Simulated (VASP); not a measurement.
A run of VASP 6.6.1 is set up as follows.

INCAR

```
PREC     = Accurate       # precision mode
ENCUT    = 520            # plane-wave cutoff, eV
EDIFF    = 1E-6           # SCF threshold, eV
ISMEAR   = -1             # smearing method
SIGMA    = 0.1            # smearing width, eV
LREAL    = F              # projectors in reciprocal space
LASPH    = T              # aspherical terms in the spheres
NELM     = 60             # most SCF steps
ALGO     = Normal         # electronic algorithm
ISIF     = 2              # what is computed and relaxed
LWAVE    = F              # write WAVECAR
LCHARG   = F              # write CHGCAR
GGA      = B5             # functional
ALDAX    = 1.0          
AGGAX    = 1.0          
AGGAC    = 1.0          
ALDAC    = 0.0          
NBANDS   = 12             # bands
```

The input KPOINTS:

```
regular mesh
0
Gamma
  21 21 21
```

The input POSCAR:

```
Ag
1.0
    0.0000000000      2.0401638180      2.0401638180
    2.0401638180      0.0000000000      2.0401638180
    2.0401638180      2.0401638180      0.0000000000
Ag
1
Direct
    0.0000000000      0.0000000000      0.0000000000
```

Potentials or basis: VASP PAW PBE potentials, release 64 (Ag).

Command:

```sh
$ cat potpaw_PBE.64/Ag/POTCAR > POTCAR
$ mpirun -np 1 vasp_std > vasp.out
```

Q: Estimate the pressure.

A: 12.9 GPa.

Caveat: the PAW data sets were made with another functional, which shifts forces and pressure a little.
